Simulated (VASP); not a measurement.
# Sn (I4_1/amd) in VASP: a series of runs

Sn is run at these levels: PBEsol, revPBE, BLYP; tasks: single point.

Everything below comes from runs of VASP 6.6.1. Logs are shortened: lines on timing, memory, paths and dates and some standing lists are left out, and cuts for length are marked.

**1. The cell of the first run**

It takes space group I4_1/amd (No. 141, tetragonal). Conventional cell: a = 5.880 Å, b = 5.880 Å, c = 3.199 Å, α = 90.00°, β = 90.00°, γ = 90.00°. Sn (site symmetry -4m2) has 10 Sn at 3.05 to 3.79 Å within 4.0 Å.

**2. Single point, PBEsol**

The input, INCAR:

```
ALGO     = Normal         # electronic algorithm
EDIFF    = 1E-6           # SCF threshold, eV
ENCUT    = 520            # plane-wave cutoff, eV
GGA      = PS             # functional
ISIF     = 2              # what is computed and relaxed
ISMEAR   = -1             # smearing method
LASPH    = True           # aspherical terms in the spheres
LCHARG   = True           # write CHGCAR
LELF     = True           # ELF
LREAL    = False          # projectors in reciprocal space
LVHAR    = True         
LWAVE    = False          # write WAVECAR
NBANDS   = 21             # bands
NELM     = 60             # most SCF steps
PREC     = Accurate       # precision mode
SIGMA    = 0.05           # smearing width, eV
```

The input, KPOINTS:

```
k-points
0
Gamma
  9 9 9
```

The input, POSCAR:

```
Sn
1.0
   -2.9401404553      2.9401404553      1.5993019889
    2.9401404553     -2.9401404553      1.5993019889
    2.9401404553      2.9401404553     -1.5993019889
Sn
2
Direct
    0.0000000000      0.0000000000      0.0000000000
    0.7500000000      0.2500000000      0.5000000000
```

Potentials or basis: VASP PAW PBE potentials, release 64 (Sn_d).

On the command line:

```sh
cat potpaw_PBE.64/Sn_d/POTCAR > POTCAR
mpirun -np 1 vasp_std > vasp.out
```

OUTCAR:

```text
EDIFF = 1E-6
   ENCUT = 520
   GGA = PS
   ISIF = 2
   ISMEAR = -1
   LASPH = True
   LREAL = False
   NELM = 60
   PREC = Accurate

 ion  position               nearest neighbor table
   1  0.000  0.000  0.000-   2 3.05   2 3.05   2 3.05   2 3.05
   2  0.750  0.250  0.500-   1 3.05   1 3.05   1 3.05   1 3.05

  LATTYP: Found a body centered tetragonal cell.
 ALAT       =     5.8802809106
 C/A-ratio  =     0.5439542815

  Lattice vectors:

 A1 = (  -2.9401404553,   2.9401404553,   1.5993019889)
 A2 = (   2.9401404553,  -2.9401404553,   1.5993019889)
 A3 = (   2.9401404553,   2.9401404553,  -1.5993019889)

Analysis of symmetry for initial positions (statically):
=====================================================================
 Subroutine PRICEL returns:
 Original cell was already a primitive cell.

 Routine SETGRP: Setting up the symmetry group for a
 body centered tetragonal supercell.

 Subroutine GETGRP returns: Found 16 space group operations
 (whereof  8 operations were pure point group operations)
 out of a pool of 16 trial point group operations.

The static configuration has the point symmetry D_2d.
 The point group associated with its full space group is D_4h.

Analysis of symmetry for dynamics (positions and initial velocities):
=====================================================================
 Subroutine PRICEL returns:
 Original cell was already a primitive cell.

 Routine SETGRP: Setting up the symmetry group for a
 body centered tetragonal supercell.

 Subroutine GETGRP returns: Found 16 space group operations
 (whereof  8 operations were pure point group operations)
 out of a pool of 16 trial point group operations.

The dynamic configuration has the point symmetry D_2d.
 The point group associated with its full space group is D_4h.

 Subroutine INISYM returns: Found 16 space group operations
 (whereof  8 operations are pure point group operations),
 and found     1 'primitive' translations

----------------------------------------------------------------------------------------

                                     Primitive cell

  volume of cell :      55.3002

  direct lattice vectors                    reciprocal lattice vectors
    -2.940140455  2.940140455  1.599301989     0.000000000  0.170059903  0.312636390
     2.940140455 -2.940140455  1.599301989     0.170059903  0.000000000  0.312636390
     2.940140455  2.940140455 -1.599301989     0.170059903  0.170059903  0.000000000

  length of vectors
     4.454954393  4.454954393  4.454954393     0.355895888  0.355895888  0.240501021

[... 79 lines left out ...]
   NELM   =     60;   NELMIN=  2; NELMDL= -5     # of ELM steps
   EDIFF  = 0.1E-05   stopping-criterion for ELM
   LREAL  =      F    real-space projection
   EDIFFG = 0.1E-04   stopping-criterion for IOM
   NSW    =      0    number of steps for IOM
   IBRION =     -1    ionic relax: 0-MD 1-quasi-New 2-CG
   NFREE  =      0    steps in history (QN), initial steepest desc. (CG)
   ISIF   =      2    stress and relaxation
   ISYM   =      2    0-nonsym 1-usesym 2-fastsym
   POTIM  = 0.5000    time-step for ionic-motion
   TEBEG  =    0.0;   TEEND  =   0.0 temperature during run
   PSTRESS=    0.0 pullay stress
   NELECT =      28.0000    total number of electrons
   NUPDOWN=      -1.0000    fix difference up-down
   EMIN   =  10.00;   EMAX   =-10.00  energy-range for DOS
   EFERMI =   0.00;   METHOD = LEGACY
   ISMEAR =    -1;   SIGMA  =   0.05  broadening in eV -4-tet -1-fermi 0-gaus
   EFERMI_NEDOS =   21; number of points for ismear=-14 and -15
   IALGO  =     38    algorithm
   IMIX   =      4    mixing-type and parameters
     AMIX     =   0.40;   BMIX     =  1.00
     AMIX_MAG =   1.60;   BMIX_MAG =  1.00
  volume/ion in A,a.u.               =      27.65       186.59
  Fermi-wavevector in a.u.,A,eV,Ry     =   1.304824  2.465760 23.164816  1.702566
  Thomas-Fermi vector in A             =   2.435734
   LORBIT       =      0    0 simple, 1 ext, 2 COOP (PROOUT), +10 PAW based schemes
   GGA     = PS    functional components
   LHFCALC =     F    Hartree Fock is set to
   AEXX    =    0.0000 exact exchange contribution
   IVDW    =     0    specifies the selected vdW correction
   LEPSILON=     F    determine dielectric tensor
   LRPA    =     F    only Hartree local field effects (RPA)
 non-spin polarized calculation
  energy-cutoff  :      520.00
  volume of cell :       55.30
 maximum number of plane-waves:      1507
 NGX is ok and might be reduce to    36
   NGX = 17   NGY = 17   NGZ = 17

 number of electron      27.9999990 magnetization

 Free energy of the ion-electron system (eV)
  ---------------------------------------------------
  ext. energy  EPLUGINS =         0.00000000
  ---------------------------------------------------
  free energy    TOTEN  =        -8.50931424 eV

  energy without entropy =       -8.50188123  energy(sigma->0) =       -8.50559774

 E-fermi :   7.5875     XC(G=0): -10.3638

 val. band max:        7.5837112518   @ k =  -0.2222  -0.2222   0.1111
 cond. band min:       7.5930575445   @ k =  -0.2222   0.4444   0.2222
 fundamental gap:      0.0093462927
 Fermi energy:         7.5875390382

 k-point     1 :       0.0000    0.0000    0.0000
  band No.  band energies     occupation
      1     -13.9369      2.00000
      2     -13.8588      2.00000
      3     -13.8155      2.00000
      4     -13.8061      2.00000
      5     -13.6622      2.00000
      6     -13.6622      2.00000
[... 565 lines left out ...]
     20      18.2675      0.00000
     21      18.7285      0.00000

 [... further k-points ...]

------------------------ aborting loop because EDIFF is reached ----------------------------------------

  FORCE on cell =-STRESS in cart. coord.  units (eV):
  Direction    XX          YY          ZZ          XY          YZ          ZX
  --------------------------------------------------------------------------------------
  -------------------------------------------------------------------------------------
  Total       -0.4750868     -0.4750868     -0.6030729      0.0000000      0.0000000      0.0000000
  in kB      -13.7643894    -13.7643894    -17.4724481      0.0000000      0.0000000      0.0000000
  external PRESSURE =     -15.0004089 kB  Pullay stress =       0.0000000 kB

 VOLUME and BASIS-vectors are now :
 -----------------------------------------------------------------------------
  energy-cutoff  :      520.00
  volume of cell :       55.30
      direct lattice vectors                 reciprocal lattice vectors
    -2.940140455  2.940140455  1.599301989     0.000000000  0.170059903  0.312636390
     2.940140455 -2.940140455  1.599301989     0.170059903  0.000000000  0.312636390
     2.940140455  2.940140455 -1.599301989     0.170059903  0.170059903  0.000000000

 POSITION                                       TOTAL-FORCE (eV/Angst)
 -----------------------------------------------------------------------------------
      0.00000      0.00000      0.00000        -0.000000      0.000000      0.000000
      0.00000      2.94014      0.79965         0.000000     -0.000000     -0.000000
 -----------------------------------------------------------------------------------
    total drift:                               -0.000000      0.000000     -0.000000

  FREE ENERGIE OF THE ION-ELECTRON SYSTEM (eV)
  ---------------------------------------------------
  free  energy   TOTEN  =        -8.5093142442 eV

  energy  without entropy=       -8.5018812295  energy(sigma->0) =       -8.50559774
```

OSZICAR:

```text
N       E                     dE             d eps       ncg     rms          rms(c)
DAV:   1     0.222192710395E+03    0.22219E+03   -0.14343E+04  3190   0.205E+03
DAV:   2     0.146288167000E+02   -0.20756E+03   -0.20319E+03  3165   0.456E+02
DAV:   3    -0.782130497151E+01   -0.22450E+02   -0.22303E+02  3680   0.135E+02
DAV:   4    -0.852200350037E+01   -0.70070E+00   -0.70030E+00  3570   0.264E+01
DAV:   5    -0.855081768665E+01   -0.28814E-01   -0.28813E-01  4489   0.505E+00    0.234E+00
DAV:   6    -0.851905090849E+01    0.31767E-01   -0.48436E-02  4280   0.315E+00    0.127E+00
DAV:   7    -0.850981010563E+01    0.92408E-02   -0.24300E-02  4270   0.220E+00    0.187E-01
DAV:   8    -0.850930869717E+01    0.50141E-03   -0.22092E-03  4009   0.643E-01    0.299E-02
DAV:   9    -0.850931457442E+01   -0.58772E-05   -0.65194E-05  4180   0.732E-02    0.107E-02
DAV:  10    -0.850931424418E+01    0.33023E-06   -0.41606E-06  3520   0.238E-02
   1 F= -.85093142E+01 E0= -.85055977E+01  d E =-.743301E-02
```

stdout:

```text
POSCAR found type information on POSCAR Sn
 POSCAR found :  1 types and       2 ions
 scaLAPACK will be used
 -----------------------------------------------------------------------------
|                                                                             |
|                                                                             |
|     You enforced a specific xc type in the INCAR file but a different       |
|     I HOPE YOU KNOW WHAT YOU ARE DOING!                                     |
|                                                                             |
 -----------------------------------------------------------------------------

 LDA part: xc-table for (Slater+PW92), standard interpolation
 POSCAR, INCAR and KPOINTS ok, starting setup
 FFT: planning ... GRIDC
 FFT: planning ... GRID_SOFT
 FFT: planning ... GRID
 WAVECAR not read
 entering main loop
```

Run time: 85 s. Hardware: 1 thread of AMD EPYC 7R13 (Zen 3), shared host; peak memory 0.2 GiB.

Results:

```yaml
Free_energy: -8.5093 eV
Pressure: -1.5 GPa
Band_gap_on_the_k_mesh: zero (bands 14 and 15 overlap by 3.97 eV)
```

Stress tensor (GPa, compression positive):
```
-1.38  0.00  0.00
 0.00 -1.38  0.00
 0.00  0.00 -1.75
```

Levels at points of the mesh, in eV from the Fermi level:
```csv
k point,band 12,band 13,band 14,band 15,band 16,band 17
"(0.00, 0.00, 0.00)",-3.73,-1.94,-1.94,2.97,6.10,6.10
```

Caveat: the PAW data sets were made with another functional, which shifts forces and pressure a little; spin-orbit coupling is left out, which moves the levels of the heavy elements.

**3. Single point, revPBE**

This run uses another cell than the first one, of 29.04 Å³/atom.

The input, INCAR:

```
PREC = Accurate
ENCUT = 520
EDIFF = 1E-6
ISMEAR = -1
SIGMA = 0.05
LREAL = False
LASPH = True
NELM = 60
ALGO = Normal
ISIF = 2
LWAVE = False
LCHARG = False
GGA = RE
NBANDS = 21
```

The input, KPOINTS:

```
regular mesh
0
Gamma
  9 9 9
```

The input, POSCAR:

```
Sn
1.0
   -2.9921859176      2.9921859176      1.6216193564
    2.9921859176     -2.9921859176      1.6216193564
    2.9921859176      2.9921859176     -1.6216193564
Sn
2
Direct
    0.0000000000      0.0000000000      0.0000000000
    0.7500000000      0.2500000000      0.5000000000
```

Potentials or basis: VASP PAW PBE potentials, release 64 (Sn_d).

On the command line:

```sh
cat potpaw_PBE.64/Sn_d/POTCAR > POTCAR
mpirun -np 1 vasp_std > vasp.out
```

OUTCAR:

```text
PREC = Accurate
   ENCUT = 520
   EDIFF = 1E-6
   ISMEAR = -1
   LREAL = False
   LASPH = True
   NELM = 60
   ISIF = 2
   GGA = RE

 ion  position               nearest neighbor table
   1  0.000  0.000  0.000-   2 3.10   2 3.10   2 3.10   2 3.10
   2  0.750  0.250  0.500-   1 3.10   1 3.10   1 3.10   1 3.10

  LATTYP: Found a body centered tetragonal cell.
 ALAT       =     5.9843718352
 C/A-ratio  =     0.5419514031

  Lattice vectors:

 A1 = (  -2.9921859176,   2.9921859176,   1.6216193564)
 A2 = (   2.9921859176,  -2.9921859176,   1.6216193564)
 A3 = (   2.9921859176,   2.9921859176,  -1.6216193564)

Analysis of symmetry for initial positions (statically):
=====================================================================
 Subroutine PRICEL returns:
 Original cell was already a primitive cell.

 Routine SETGRP: Setting up the symmetry group for a
 body centered tetragonal supercell.

 Subroutine GETGRP returns: Found 16 space group operations
 (whereof  8 operations were pure point group operations)
 out of a pool of 16 trial point group operations.

The static configuration has the point symmetry D_2d.
 The point group associated with its full space group is D_4h.

Analysis of symmetry for dynamics (positions and initial velocities):
=====================================================================
 Subroutine PRICEL returns:
 Original cell was already a primitive cell.

 Routine SETGRP: Setting up the symmetry group for a
 body centered tetragonal supercell.

 Subroutine GETGRP returns: Found 16 space group operations
 (whereof  8 operations were pure point group operations)
 out of a pool of 16 trial point group operations.

The dynamic configuration has the point symmetry D_2d.
 The point group associated with its full space group is D_4h.

 Subroutine INISYM returns: Found 16 space group operations
 (whereof  8 operations are pure point group operations),
 and found     1 'primitive' translations

[... 112 lines left out ...]
   IMIX   =      4    mixing-type and parameters
     AMIX     =   0.40;   BMIX     =  1.00
     AMIX_MAG =   1.60;   BMIX_MAG =  1.00
  volume/ion in A,a.u.               =      29.04       195.95
  Fermi-wavevector in a.u.,A,eV,Ry     =   1.283706  2.425852 22.421047  1.647900
  Thomas-Fermi vector in A             =   2.415943
   LORBIT       =      0    0 simple, 1 ext, 2 COOP (PROOUT), +10 PAW based schemes
   GGA     = RE    functional components
   LHFCALC =     F    Hartree Fock is set to
   AEXX    =    0.0000 exact exchange contribution
   IVDW    =     0    specifies the selected vdW correction
   LEPSILON=     F    determine dielectric tensor
   LRPA    =     F    only Hartree local field effects (RPA)
 non-spin polarized calculation
  energy-cutoff  :      520.00
  volume of cell :       58.07
 maximum number of plane-waves:      1590
 NGX is ok and might be reduce to    36
   NGX = 17   NGY = 17   NGZ = 17

 number of electron      28.0000000 magnetization

 Free energy of the ion-electron system (eV)
  ---------------------------------------------------
  ext. energy  EPLUGINS =         0.00000000
  ---------------------------------------------------
  free energy    TOTEN  =        -6.98943998 eV

  energy without entropy =       -6.98199423  energy(sigma->0) =       -6.98571711

 E-fermi :   7.2619     XC(G=0):  -9.9298

 val. band max:        7.2607413132   @ k =   0.4444   0.3333   0.0000
 cond. band min:       7.3153462774   @ k =   0.4444   0.4444   0.0000
 fundamental gap:      0.0546049642
 Fermi energy:         7.2619233913

 k-point     1 :       0.0000    0.0000    0.0000
  band No.  band energies     occupation
      1     -14.3665      2.00000
      2     -14.3080      2.00000
      3     -14.2620      2.00000
      4     -14.2612      2.00000
      5     -14.1378      2.00000
      6     -14.1378      2.00000
[... 565 lines left out ...]
     20      17.6439      0.00000
     21      18.1292      0.00000

 [... further k-points ...]

------------------------ aborting loop because EDIFF is reached ----------------------------------------

  FORCE on cell =-STRESS in cart. coord.  units (eV):
  Direction    XX          YY          ZZ          XY          YZ          ZX
  --------------------------------------------------------------------------------------
  -------------------------------------------------------------------------------------
  Total       -0.0134343     -0.0134343     -0.0115972      0.0000000      0.0000000      0.0000000
  in kB       -0.3706284     -0.3706284     -0.3199463      0.0000000      0.0000000      0.0000000
  external PRESSURE =      -0.3537344 kB  Pullay stress =       0.0000000 kB

 VOLUME and BASIS-vectors are now :
 -----------------------------------------------------------------------------
  energy-cutoff  :      520.00
  volume of cell :       58.07
      direct lattice vectors                 reciprocal lattice vectors
    -2.992185918  2.992185918  1.621619356     0.000000000  0.167101916  0.308333764
     2.992185918 -2.992185918  1.621619356     0.167101916  0.000000000  0.308333764
     2.992185918  2.992185918 -1.621619356     0.167101916  0.167101916  0.000000000

 POSITION                                       TOTAL-FORCE (eV/Angst)
 -----------------------------------------------------------------------------------
      0.00000      0.00000      0.00000         0.000000     -0.000000     -0.000000
      0.00000      2.99219      0.81081        -0.000000      0.000000      0.000000
 -----------------------------------------------------------------------------------
    total drift:                               -0.000000      0.000000     -0.000000

  FREE ENERGIE OF THE ION-ELECTRON SYSTEM (eV)
  ---------------------------------------------------
  free  energy   TOTEN  =        -6.9894399769 eV

  energy  without entropy=       -6.9819942340  energy(sigma->0) =       -6.98571711
```

It took 80 s on 1 thread of AMD EPYC 7R13 (Zen 3), shared host; peak memory 0.21 GiB.

Results:

```yaml
Free_energy: -6.9894 eV
Pressure: 0.0 GPa
Band_gap_on_the_k_mesh: zero (bands 14 and 15 overlap by 3.73 eV)
```

Caveat: the PAW data sets were made with another functional, which shifts forces and pressure a little; spin-orbit coupling is left out, which moves the levels of the heavy elements.

**4. Single point, BLYP**

This run uses another cell than the first one, of 31.19 Å³/atom.

The input, INCAR:

```
AGGAC = 1.0
AGGAX = 1.0
ALDAC = 0.0
ALDAX = 1.0
ALGO = Normal
EDIFF = 1E-7
ENCUT = 520
GGA = B5
ISIF = 2
ISMEAR = -1
LASPH = T
LCHARG = T
LELF = T
LREAL = F
LVHAR = T
LWAVE = F
NBANDS = 21
NELM = 100
PREC = Accurate
SIGMA = 0.05
```

The input, KPOINTS:

```
k-points
0
Gamma
  9 9 9
```

The input, POSCAR:

```
Sn
1.0
   -3.0662347557      3.0662347557      1.6585777910
    3.0662347557     -3.0662347557      1.6585777910
    3.0662347557      3.0662347557     -1.6585777910
Sn
2
Direct
    0.0000000000      0.0000000000      0.0000000000
    0.7500000000      0.2500000000      0.5000000000
```

On the command line:

```sh
cat potpaw_PBE.64/Sn_d/POTCAR > POTCAR
mpirun -np 1 vasp_std > vasp.out
```

Run time: 1.7 min. Hardware: 1 thread of AMD EPYC 7R13 (Zen 3), shared host; peak memory 0.21 GiB.

The run converged. Its results:

- Free energy: -6.0485 eV
- Pressure: -0.1 GPa
- Band gap on the k mesh: zero (bands 14 and 15 overlap by 3.31 eV)

Levels at points of the mesh, in eV from the Fermi level:
```tsv
k point	band 10	band 11	band 12	band 13	band 14	band 15	band 16	band 17	band 18	band 19
(0.00, 0.00, 0.00)	-21.13	-10.19	-4.27	-1.65	-1.65	3.56	5.36	5.36	5.88	5.95
```

Caveat: the PAW data sets were made with another functional, which shifts forces and pressure a little; spin-orbit coupling is left out, which moves the levels of the heavy elements.

**5. Overview**

| level | cell | gap on the mesh (eV) | pressure (GPa) |
| --- | --- | --- | --- |
| PBEsol | a = 4.455 Å, angles 97.4, 97.4, 137.9°, 2 atoms | none | -1.5 |
| revPBE | a = 4.532 Å, angles 97.4, 97.4, 138.1°, 2 atoms | none | 0.0 |
| BLYP | a = 4.643 Å, angles 97.3, 97.3, 138.1°, 2 atoms | none | -0.1 |

Alike in all rows: task single point; potentials or basis VASP PAW PBE potentials, release 64 (Sn_d); no spin polarisation; k mesh 9 × 9 × 9; cutoff (eV) 520; smearing fermi-dirac 0.05 eV.

Caveats: the PAW data sets were made with another functional, which shifts forces and pressure a little; spin-orbit coupling is left out, which moves the levels of the heavy elements.

Total energies depend on the potentials used, so only differences within one code and one set of settings carry meaning.

The gap in the log of VASP goes by the Fermi energy; the results here count the filled bands.